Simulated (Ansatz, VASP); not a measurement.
**One calculation of Au, two programs**

File POSCAR:

```
Au
1.0
   -1.6376879824      1.6376879824      1.6376879824
    1.6376879824     -1.6376879824      1.6376879824
    3.2753759647      3.2753759647      0.0000000000
Au
2
Direct
   -0.0801434714     -0.0801434714      0.0000000000
    0.5801434714      0.5801434714      0.5000000000
```

The input INCAR.step1:

```
  ALGO = Normal
  EDIFF = 1E-4
  ENCUT = 520
  GGA = PE
  ISMEAR = 0
  LASPH = True
  LCHARG = False
  LREAL = False
  LWAVE = True
  NBANDS = 18
  NELM = 80
  PREC = Accurate
  SIGMA = 0.15
```

Contents of INCAR.step2:

```
  ALGO = Normal
  EDIFF = 1E-7
  ENCUT = 520
  ISIF = 2
  ISMEAR = 0
  ISTART = 1
  LASPH = True
  LCHARG = False
  LMIXTAU = True
  LREAL = False
  LWAVE = False
  METAGGA = R2SCAN
  NBANDS = 18
  NELM = 80
  PREC = Accurate
  SIGMA = 0.15
```

File KPOINTS:

```
k-points
0
Gamma
  22 22 14
```

Input for Ansatz:

```yaml
crystal:
  lattice:
    - [-1.6376879824, 1.6376879824, 1.6376879824]
    - [1.6376879824, -1.6376879824, 1.6376879824]
    - [3.2753759647, 3.2753759647, 0.0]
  atoms:
    - { symbol: Au, position: [-0.0801434714, -0.0801434714, 0.0] }
    - { symbol: Au, position: [0.5801434714, 0.5801434714, 0.5] }
basis:
  ecutwfc: 500
kpoints:
  mp_grid: { grid: [22, 22, 14] }
hamiltonian:
  xc: r2scan
scf:
  occupations: { method: gaussian, width: 0.15 }
output:
  forces: true
  stress: true
  eigenvalues: true
```

Change from the starting cell: mode 5 (84.4 1/cm) frozen in, largest displacement +0.263 Å.

Alike in both runs: task single point; functional r2SCAN; k mesh 22 × 22 × 14; occupations gaussian, width 0.15 eV; no spin polarisation.

```csv
,VASP,Ansatz
version,VASP 6.6.1,Ansatz 0.2.0
potentials or method,"VASP PAW PBE potentials, release 64 (Au), cutoff 520 eV","scalar-relativistic, plane waves, PAW"
valence electrons in the cell,22,38
```

VASP gave:

- gap on the k mesh at the Fermi level (eV): none
- pressure (GPa): 9.0
- traceless stress, the component that is largest in VASP (GPa): 12.01
- rms of the force components (eV/Å): 0.784

Question: Which values does Ansatz return?

Answer: gap on the k mesh at the Fermi level (eV): none; pressure (GPa): 8.7; traceless stress, the component that is largest in VASP (GPa): 11.94; rms of the force components (eV/Å): 0.776.

VASP's potentials were made for PBE, not for r2SCAN. Atom by atom the forces differ by 0.008 eV/Å (rms over components). A gap of «none» marks a metal or a gap that the smearing closes. The functional is the same, so the differences come from potentials, cutoffs and numerics. VASP's potentials hold 22 valence electrons a cell and Ansatz's 38, so a difference there can come from the potentials and not from the codes.

Neither program's run includes spin-orbit coupling.
